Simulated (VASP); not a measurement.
Sm2ZnTe3: relaxation of cell and atoms with PBE

Sm2ZnTe3:

```
Sm Zn Te
1.0
     5.94264    0.00000    0.00000
    -2.97132    5.14648    0.00000
     0.00000    0.00000    6.09263
Sm Zn Te
2 1 3
Direct
  0.33333 0.66667 0.00000
  0.66667 0.33333 0.00000
  0.00000 0.00000 0.00000
  0.33333 0.66667 0.50000
  0.66667 0.33333 0.50000
  0.00000 0.00000 0.50000
```

The cell was generated, and may not be a known phase.

```json
{"Program": "VASP 6.6.1", "Task": "relaxation of cell and atoms", "Functional": "PBE", "Potentials or basis": "VASP PAW PBE potentials, release 64 (Sm_3, Zn, Te), 4f in core", "Cutoff": "500 eV", "k mesh": "6 × 6 × 6", "Occupations": "gaussian, width 0.1 eV", "Spin": "no spin polarisation", "Dipole correction": "no", "Further INCAR settings": "ALGO = Normal; EDIFF = 1e-07; IBRION = 2; EDIFFG = -0.01; NSW = 100; ISIF = 3"}
```

```yaml
Relaxed_volume: 30.93 Å³/atom
Relaxed_cell: a = 5.919 Å, b = 5.919 Å, c = 6.117 Å, α = 90.00°, β = 90.00°, γ = 120.00°
Space_group_after_relaxing_to_0.1_Å: P6/mmm (No. 191)
Energy_gained_by_relaxing: 0.3 meV/atom
Ionic_steps: 4
Pressure_after_relaxing: 0.0 GPa
Band_gap_on_the_k_mesh: zero (bands 26 and 27 overlap by 0.76 eV)
```

The path:
```
step  energy change (eV)  largest force (eV/Å)  pressure (GPa)  volume (Å³)
   1              0.0000                0.0000           -0.01       186.34
   2             -0.0017                0.0000           -0.12       186.30
   3             -0.0017                0.0000           -0.13       186.29
   4             -0.0021                0.0000           -0.01       185.56
```

Final structure:
```cif
data_structure
_symmetry_space_group_name_H-M 'P 1'
_symmetry_Int_Tables_number 1
_cell_length_a 5.9186
_cell_length_b 5.9186
_cell_length_c 6.1165
_cell_angle_alpha 90.000
_cell_angle_beta 90.000
_cell_angle_gamma 120.000
_cell_volume 185.56
loop_
_atom_site_label
_atom_site_type_symbol
_atom_site_fract_x
_atom_site_fract_y
_atom_site_fract_z
_atom_site_occupancy
Sm1 Sm 0.33333 0.66667 0.00000 1
Sm2 Sm 0.66667 0.33333 0.00000 1
Zn1 Zn 0.00000 0.00000 0.00000 1
Te1 Te 0.33333 0.66667 0.50000 1
Te2 Te 0.66667 0.33333 0.50000 1
Te3 Te 0.00000 0.00000 0.50000 1
```

Levels at points of the mesh, in eV from the Fermi level:
```
           k point  band 24  band 25  band 26  band 27  band 28  band 29
(0.00, 0.00, 0.00)    -1.22     0.03     0.03     0.14     0.14     1.39
(0.50, 0.00, 0.00)    -0.91    -0.62    -0.27    -0.07    -0.07     0.36
(0.00, 0.00, 0.50)    -0.52    -0.52    -0.43     1.09     1.09     1.64
(0.50, 0.00, 0.50)    -0.36    -0.25    -0.20    -0.18     0.11     0.67
```

Run time: 6.7 min on 1 thread of Intel(R) Xeon(R) Platinum 8259CL CPU @ 2.50GHz (Skylake/Cascade Lake) (shared host), peak memory 0.44 GiB.

Caveat: spin-orbit coupling is left out, which moves the levels of the heavy elements; the 4f electrons are frozen in the core, so they carry no moment and show no levels. Spin polarisation is off, so any magnetic state and its effect on volume and gap are missing.
